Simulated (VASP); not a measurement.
A run of VASP 6.6.1:

INCAR

```
SYSTEM = TiB2
PREC = Accurate
ENCUT = 520
EDIFF = 1E-8
ISMEAR = -1
SIGMA = 0.08
LREAL = .FALSE.
LASPH = .TRUE.
NELM = 100
ALGO = Normal
ISIF = 2
LWAVE = .FALSE.
LCHARG = .FALSE.
GGA = PE
LEFG = .TRUE.
NBANDS = 16
```

KPOINTS

```
regular mesh
0
G
  15 15 13
  0 0 0
```

The input POSCAR:

```
TiB2
1.0
    3.0690606440      0.0000000000      0.0000000000
   -1.5345303220      2.6578844835      0.0000000000
    0.0000000000      0.0000000000      3.2708838193
Ti B
1 2
Direct
    0.0000000000      0.0000000000      0.0000000000
    0.3333333333      0.6666666667      0.5000000000
    0.6666666667      0.3333333333      0.5000000000
```

Potentials or basis: VASP PAW PBE potentials, release 64 (Ti_sv, B).

The run is started by

```sh
$ cat potpaw_PBE.64/Ti_sv/POTCAR potpaw_PBE.64/B/POTCAR > POTCAR
$ mpirun -np 1 vasp_std > vasp.out
```

Hardware: 1 thread of Intel Xeon 8259CL (shared host).

Task: Estimate the wall time of this run.

Result: Wall time 89 s on 1 thread of Intel Xeon 8259CL, with other jobs on the host, peak memory 0.2 GiB. Counts: scf iterations 16, k points 189.
